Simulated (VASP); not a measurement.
## CsSnI3: relaxation of cell and atoms with r2SCAN+D3(BJ)

Crystal: CsSnI3.

```
I Cs Sn
1.0
     4.27556    2.46849    3.61823
    -4.27556    2.46849    3.61823
     0.00000   -4.93699    3.61823
I Cs Sn
3 1 1
Direct
  0.50693 0.99874 0.50693
  0.50693 0.50693 0.99874
  0.99874 0.50693 0.50693
  0.01000 0.01000 0.01000
  0.53943 0.53943 0.53943
```

```json
{"Program": "VASP 6.6.1", "Task": "relaxation of cell and atoms", "Functional": "r2SCAN", "Dispersion": "D3(BJ)", "Potentials or basis": "VASP PAW PBE potentials, release 64 (I, Cs_sv, Sn_d)", "Cutoff": "600 eV", "k mesh": "3 × 3 × 3", "Occupations": "gaussian, width 0.2181 eV", "Spin": "no spin polarisation", "Dipole correction": "no", "Further INCAR settings": "ALGO = Normal; EDIFF = 1e-07; IBRION = 2; EDIFFG = -0.01; NSW = 60; ISIF = 3"}
```

```json
{
 "Relaxed volume": "46.13 Å³/atom",
 "Relaxed cell": "a = 6.133 Å, b = 6.133 Å, c = 6.133 Å, α = 90.03°, β = 90.03°, γ = 90.03°",
 "Space group after relaxing (to 0.1 Å)": "Pm-3m (No. 221)",
 "Energy gained by relaxing": "46.2 meV/atom",
 "Ionic steps": "14",
 "Pressure after relaxing": "0.0 GPa",
 "Largest force after relaxing": "0.006 eV/Å",
 "Band gap on the k mesh": "3.28 eV",
 "Dispersion energy per atom": "-0.120 eV"
}
```

Forces on the atoms (eV/Å):
```
I    0.000  0.000  0.001
I    0.000  0.000  0.001
I    0.000  0.000  0.001
Cs   0.000  0.000  0.004
Sn   0.000  0.000 -0.006
```

The path:
```tsv
step	energy change (eV)	largest force (eV/Å)	pressure (GPa)	volume (Å³)
1	0.0000	1.2634	1.31	229.13
2	-0.1395	0.4781	-0.30	241.76
3	-0.1422	0.3872	-0.51	243.98
4	-0.1699	0.3561	-0.37	239.81
5	-0.2116	0.2211	0.33	227.58
6	-0.2222	0.0978	0.10	229.60
7	-0.2239	0.0938	-0.01	230.96
8	-0.2239	0.0911	-0.01	230.84
9	-0.2261	0.0746	-0.02	230.96
10	-0.2300	0.0268	-0.05	231.33
11	-0.2304	0.0164	-0.06	231.48
12	-0.2306	0.0109	0.10	229.59
13	-0.2308	0.0131	0.03	230.36
14	-0.2311	0.0065	0.01	230.63
```

Final structure:
```yaml
crystal:
  lattice:
    - [4.33769, 2.50436, 3.53847]
    - [-4.33769, 2.50436, 3.53847]
    - [0.00000, -5.00873, 3.53847]
  atoms:
    - { symbol: I, position: [0.51260, 0.01280, 0.51260] }
    - { symbol: I, position: [0.51260, 0.51260, 0.01280] }
    - { symbol: I, position: [0.01280, 0.51260, 0.51260] }
    - { symbol: Cs, position: [0.01090, 0.01090, 0.01090] }
    - { symbol: Sn, position: [0.51314, 0.51314, 0.51314] }
```

Levels at points of the mesh, in eV from the valence-band top:
```tsv
k point	band 20	band 21	band 22	band 23	band 24	band 25
(0.00, 0.00, 0.00)	-0.98	-0.98	-0.97	4.07	4.76	4.76
```

Run time: 18 min on 1 thread of Intel(R) Xeon(R) 6975P-C (Granite Rapids), with other jobs on the host, peak memory 0.44 GiB.

Caveat: the PAW data sets were made with another functional, which shifts forces and pressure a little; spin-orbit coupling is left out, which moves the levels of the heavy elements. A k mesh can miss the band edges.
